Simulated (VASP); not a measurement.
Nb, 1 atom in the cell. Symmetry: Fm-3m, No. 225, cubic system. Conventional cell: a = 4.230 Å, b = 4.230 Å, c = 4.230 Å, α = 90.00°, β = 90.00°, γ = 90.00°. Nb (site symmetry m-3m) has 12 Nb at 2.99 Å within 3.9 Å. 

| Item | Value |
| --- | --- |
| Program | VASP 6.6.1 |
| Task | single point |
| Functional | PBEsol |
| Dispersion | D3(BJ) |
| Potentials or basis | VASP PAW PBE potentials, release 64 (Nb_sv) |
| Cutoff | 500 eV |
| k mesh | 4 × 4 × 4 |
| Occupations | methfessel-paxton, width 0.1 eV |
| Spin | no spin polarisation |
| Dipole correction | no |
| Further INCAR settings | ALGO = Normal; EDIFF = 1e-06; NBANDS = 12 |

Potentials or basis: VASP PAW PBE potentials, release 64 (Nb_sv).

The run is started by

```bash
$ cat potpaw_PBE.64/Nb_sv/POTCAR > POTCAR
$ mpirun -np 1 vasp_std > vasp.out
```

Hardware: 1 thread of Intel Xeon 8259CL (shared host).

How long does it take, and how much memory?

Run time: 7.2 s on 1 thread of Intel Xeon 8259CL, with other jobs on the host, peak memory 0.14 GiB. Counts: scf iterations 12, k points 8.
